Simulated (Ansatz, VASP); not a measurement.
## TePb: VASP beside Ansatz

INCAR

```
SYSTEM = TePb
PREC = Accurate ; ENCUT = 520
EDIFF = 1E-6 ; ISMEAR = 0
SIGMA = 0.05 ; LREAL = .FALSE.
LASPH = .TRUE. ; NELM = 60
ALGO = Normal ; ISIF = 2
LWAVE = .FALSE. ; LCHARG = .FALSE.
GGA = PE ; NBANDS = 17
```

File KPOINTS:

```
Automatic mesh
0
G
  10 10 10
  0 0 0
```

Contents of POSCAR:

```
TePb
1.0
    3.8941892260      0.0000000000      0.0000000000
    0.0000000000      3.8941892260      0.0000000000
    0.0000000000      0.0000000000      3.8941892260
Te Pb
1 1
Direct
    0.5000000000      0.5000000000      0.5000000000
    0.0000000000      0.0000000000      0.0000000000
```

Input for Ansatz:

```yaml
crystal:
  lattice:
    - [3.894189226, 0.0, 0.0]
    - [0.0, 3.894189226, 0.0]
    - [0.0, 0.0, 3.894189226]
  atoms:
    - { symbol: Te, position: [0.5, 0.5, 0.5] }
    - { symbol: Pb, position: [0.0, 0.0, 0.0] }
basis:
  ecutwfc: 420
  ecutrho_ratio: 4
kpoints:
  mp_grid: { grid: [10, 10, 10] }
hamiltonian:
  xc: pbe
scf:
  occupations: { method: gaussian, width: 0.05 }
output:
  forces: true
  stress: true
  eigenvalues: true
```

Alike in both runs: task single point; functional PBE; k mesh 10 × 10 × 10; occupations gaussian, width 0.05 eV; no spin polarisation.

```csv
,VASP,Ansatz
version,VASP 6.6.1,Ansatz 0.2.0
potentials or method,"VASP PAW PBE potentials, release 64 (Te, Pb_d), cutoff 520 eV","scalar-relativistic, plane waves, PAW"
valence electrons in the cell,20,30
```

```csv
,VASP,Ansatz,Ansatz less VASP
gap on the k mesh at the Fermi level (eV),none,none,-
pressure (GPa),3.5,3.6,+0.06
```

A gap of «none» marks a metal or a gap that the smearing closes. With one functional, cell and mesh, what is left measures potentials, basis and numerics. VASP's potentials hold 20 valence electrons a cell and Ansatz's 30, so a difference there can come from the potentials and not from the codes.

Neither program's run includes spin-orbit coupling.
